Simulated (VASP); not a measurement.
# CdS (Hawleyite) (F-43m) in VASP: notebook

Aim: see how the results for CdS (Hawleyite) move with the level of theory and the settings. Levels: LDA, RPBE. Tasks: single point.

All numbers are computed with VASP 6.6.1; they aren't measurements. Logs are shortened: lines on timing, memory, paths and dates and some standing lists are left out, and cuts for length are marked.

**1. The cell of the first run**

Symmetry: F-43m, No. 216, cubic system. The conventional cell has a = 5.910 Å, b = 5.910 Å, c = 5.910 Å, α = 90.00°, β = 90.00°, γ = 90.00°. Within 3.4 Å of Cd (site symmetry -43m) lie 4 S at 2.56 Å. Within 3.4 Å of S (site symmetry -43m) lie 4 Cd at 2.56 Å.

**2. Single point, LDA (volume scaled by 1.04)**

INCAR

```
ALGO = Normal
EDIFF = 1E-7
ENCUT = 520
ISIF = 2
ISMEAR = -1
LASPH = T
LCHARG = F
LREAL = F
LWAVE = F
NBANDS = 16
NELM = 100
PREC = Accurate
SIGMA = 0.05
```

KPOINTS

```
k-points
0
Gamma
  8 8 8
```

POSCAR

```
CdS
1.0
    0.0000000000      2.9548794012      2.9548794012
    2.9548794012      0.0000000000      2.9548794012
    2.9548794012      2.9548794012      0.0000000000
Cd S
1 1
Direct
    0.0000000000      0.0000000000      0.0000000000
    0.7500000000      0.7500000000      0.7500000000
```

Potentials or basis: VASP PAW LDA potentials, release 64 (Cd, S).

Launch:

```bash
$ cat potpaw_LDA.64/Cd/POTCAR potpaw_LDA.64/S/POTCAR > POTCAR
$ mpirun -np 1 vasp_std > vasp.out
```

OUTCAR:

```text
EDIFF = 1E-7
   ENCUT = 520
   ISIF = 2
   ISMEAR = -1
   LASPH = T
   LREAL = F
   NELM = 100
   PREC = Accurate

 ion  position               nearest neighbor table
   1  0.000  0.000  0.000-   2 2.56   2 2.56   2 2.56   2 2.56
   2  0.750  0.750  0.750-   1 2.56   1 2.56   1 2.56   1 2.56

  LATTYP: Found a face centered cubic cell.
 ALAT       =     5.9097588024

  Lattice vectors:

 A1 = (   0.0000000000,   2.9548794012,   2.9548794012)
 A2 = (   2.9548794012,   0.0000000000,   2.9548794012)
 A3 = (   2.9548794012,   2.9548794012,   0.0000000000)

Analysis of symmetry for initial positions (statically):
=====================================================================
 Subroutine PRICEL returns:
 Original cell was already a primitive cell.

 Routine SETGRP: Setting up the symmetry group for a
 face centered cubic supercell.

 Subroutine GETGRP returns: Found 24 space group operations
 (whereof 24 operations were pure point group operations)
 out of a pool of 48 trial point group operations.

The static configuration has the point symmetry T_d .

Analysis of symmetry for dynamics (positions and initial velocities):
=====================================================================
 Subroutine PRICEL returns:
 Original cell was already a primitive cell.

 Routine SETGRP: Setting up the symmetry group for a
 face centered cubic supercell.

 Subroutine GETGRP returns: Found 24 space group operations
 (whereof 24 operations were pure point group operations)
 out of a pool of 48 trial point group operations.

The dynamic configuration has the point symmetry T_d .

 Subroutine INISYM returns: Found 24 space group operations
 (whereof 24 operations are pure point group operations),
 and found     1 'primitive' translations

----------------------------------------------------------------------------------------

                                     Primitive cell

  volume of cell :      51.5999

  direct lattice vectors                    reciprocal lattice vectors
     0.000000000  2.954879401  2.954879401    -0.169211644  0.169211644  0.169211644
     2.954879401  0.000000000  2.954879401     0.169211644 -0.169211644  0.169211644
     2.954879401  2.954879401  0.000000000     0.169211644  0.169211644 -0.169211644

  length of vectors
[... 71 lines left out ...]
   NGXF,Y,Z  is equivalent  to a cutoff of  25.46, 25.46, 25.46 a.u.
 SYSTEM =  unknown system
   PREC   = accura    normal or accurate (medium, high low for compatibility)
   ISTART =      0    job   : 0-new  1-cont  2-samecut
   ICHARG =      2    charge: 1-file 2-atom 10-const
   ISPIN  =      1    spin polarized calculation?
   LNONCOLLINEAR =      F non collinear calculations
   LSORBIT =      F    spin-orbit coupling
   LASPH  =      T    aspherical Exc in radial PAW
   ENCUT  =  520.0 eV  38.22 Ry    6.18 a.u.   7.77  7.77  7.77*2*pi/ulx,y,z
   NELM   =    100;   NELMIN=  2; NELMDL= -5     # of ELM steps
   EDIFF  = 0.1E-06   stopping-criterion for ELM
   LREAL  =      F    real-space projection
   EDIFFG = 0.1E-05   stopping-criterion for IOM
   NSW    =      0    number of steps for IOM
   IBRION =     -1    ionic relax: 0-MD 1-quasi-New 2-CG
   NFREE  =      0    steps in history (QN), initial steepest desc. (CG)
   ISIF   =      2    stress and relaxation
   ISYM   =      2    0-nonsym 1-usesym 2-fastsym
   POTIM  = 0.5000    time-step for ionic-motion
   TEBEG  =    0.0;   TEEND  =   0.0 temperature during run
   PSTRESS=    0.0 pullay stress
   NELECT =      18.0000    total number of electrons
   NUPDOWN=      -1.0000    fix difference up-down
   EMIN   =  10.00;   EMAX   =-10.00  energy-range for DOS
   EFERMI =   0.00;   METHOD = LEGACY
   ISMEAR =    -1;   SIGMA  =   0.05  broadening in eV -4-tet -1-fermi 0-gaus
   EFERMI_NEDOS =   21; number of points for ismear=-14 and -15
   IALGO  =     38    algorithm
   IMIX   =      4    mixing-type and parameters
     AMIX     =   0.40;   BMIX     =  1.00
     AMIX_MAG =   1.60;   BMIX_MAG =  1.00
  volume/ion in A,a.u.               =      25.80       174.11
  Fermi-wavevector in a.u.,A,eV,Ry     =   1.152434  2.177784 18.069941  1.328103
  Thomas-Fermi vector in A             =   2.289085
   LORBIT       =      0    0 simple, 1 ext, 2 COOP (PROOUT), +10 PAW based schemes
   GGA     = CA    functional components
   LHFCALC =     F    Hartree Fock is set to
   AEXX    =    0.0000 exact exchange contribution
   IVDW    =     0    specifies the selected vdW correction
   LEPSILON=     F    determine dielectric tensor
   LRPA    =     F    only Hartree local field effects (RPA)
 non-spin polarized calculation
  energy-cutoff  :      520.00
  volume of cell :       51.60
 maximum number of plane-waves:      1411
   NGX = 15   NGY = 15   NGZ = 15

 number of electron      18.0000003 magnetization

 Free energy of the ion-electron system (eV)
  ---------------------------------------------------
  ext. energy  EPLUGINS =         0.00000000
  ---------------------------------------------------
  free energy    TOTEN  =        -7.36000031 eV

  energy without entropy =       -7.35999767  energy(sigma->0) =       -7.35999899

 E-fermi :   1.2363     XC(G=0):  -9.4094

 val. band max:        0.7929590887   @ k =   0.0000   0.0000   0.0000
 cond. band min:       1.5991311778   @ k =   0.0000   0.0000   0.0000
 fundamental gap:      0.8061720891
 Fermi energy:         1.2362751268

 k-point     1 :       0.0000    0.0000    0.0000
  band No.  band energies     occupation
      1     -11.3283      2.00000
      2      -6.8456      2.00000
      3      -6.8456      2.00000
      4      -6.8456      2.00000
      5      -6.4122      2.00000
      6      -6.4122      2.00000
[... 433 lines left out ...]
      3      -6.6620      2.00000
      4      -6.4363      2.00000
      5      -6.3881      2.00000
      6      -5.9550      2.00000
[... 8 lines left out ...]
     15      12.8084      0.00000
     16      13.7451      0.00000

 [... further k-points ...]
[... 5 lines left out ...]
  --------------------------------------------------------------------------------------
  -------------------------------------------------------------------------------------
  Total       -1.3133243     -1.3133243     -1.3133243     -0.0000000      0.0000000      0.0000000
  in kB      -40.7786917    -40.7786917    -40.7786917     -0.0000000      0.0000000      0.0000000
  external PRESSURE =     -40.7786917 kB  Pullay stress =       0.0000000 kB

 VOLUME and BASIS-vectors are now :
 -----------------------------------------------------------------------------
  energy-cutoff  :      520.00
  volume of cell :       51.60
      direct lattice vectors                 reciprocal lattice vectors
     0.000000000  2.954879401  2.954879401    -0.169211644  0.169211644  0.169211644
     2.954879401  0.000000000  2.954879401     0.169211644 -0.169211644  0.169211644
     2.954879401  2.954879401  0.000000000     0.169211644  0.169211644 -0.169211644

 POSITION                                       TOTAL-FORCE (eV/Angst)
 -----------------------------------------------------------------------------------
      0.00000      0.00000      0.00000         0.000000      0.000000     -0.000000
      4.43232      4.43232      4.43232        -0.000000     -0.000000      0.000000
 -----------------------------------------------------------------------------------
    total drift:                               -0.000000     -0.000000     -0.000000

  FREE ENERGIE OF THE ION-ELECTRON SYSTEM (eV)
  ---------------------------------------------------
  free  energy   TOTEN  =        -7.3600003069 eV

  energy  without entropy=       -7.3599976682  energy(sigma->0) =       -7.35999899
```

OSZICAR:

```text
N       E                     dE             d eps       ncg     rms          rms(c)
DAV:   1     0.108721797618E+03    0.10872E+03   -0.87583E+03   936   0.101E+03
DAV:   2    -0.352789097943E+01   -0.11225E+03   -0.10562E+03  1144   0.254E+02
DAV:   3    -0.785178807249E+01   -0.43239E+01   -0.43172E+01  1152   0.519E+01
DAV:   4    -0.787857146045E+01   -0.26783E-01   -0.26781E-01  1192   0.403E+00
DAV:   5    -0.787892875786E+01   -0.35730E-03   -0.35730E-03  1096   0.440E-01    0.741E+00
DAV:   6    -0.739104994043E+01    0.48788E+00   -0.79464E-01  1408   0.113E+01    0.599E+00
DAV:   7    -0.736619246945E+01    0.24857E-01   -0.13975E-01  1200   0.270E+00    0.289E+00
DAV:   8    -0.736039357212E+01    0.57989E-02   -0.14745E-02  1056   0.145E+00    0.199E-01
DAV:   9    -0.735999058618E+01    0.40299E-03   -0.15227E-03  1288   0.575E-01    0.586E-02
DAV:  10    -0.735999335349E+01   -0.27673E-05   -0.14282E-04  1104   0.128E-01    0.591E-02
DAV:  11    -0.736000465249E+01   -0.11299E-04   -0.34710E-05  1136   0.510E-02    0.152E-02
DAV:  12    -0.736000018227E+01    0.44702E-05   -0.12440E-05  1400   0.429E-02    0.536E-03
DAV:  13    -0.736000031802E+01   -0.13575E-06   -0.11477E-06  1064   0.709E-03    0.571E-03
DAV:  14    -0.736000030688E+01    0.11131E-07   -0.26538E-08   816   0.177E-03
   1 F= -.73600003E+01 E0= -.73599990E+01  d E =-.263871E-05
```

stdout:

```text
POSCAR found type information on POSCAR CdS
 POSCAR found :  2 types and       2 ions
 scaLAPACK will be used
 LDA part: xc-table for (Slater(with rela. corr.)+CA(PZ))
 , standard interpolation
 POSCAR, INCAR and KPOINTS ok, starting setup
 FFT: planning ... GRIDC
 FFT: planning ... GRID_SOFT
 FFT: planning ... GRID
 WAVECAR not read
 entering main loop
```

It took 9.2 s on 1 thread of Intel Xeon 6975P-C (Granite Rapids), shared host; peak memory 0.16 GiB.

What came out:

* Free energy: -7.3600 eV
* Pressure: -4.1 GPa
* Band gap on the k mesh: 0.81 eV, direct

[end of part 1 of 2]
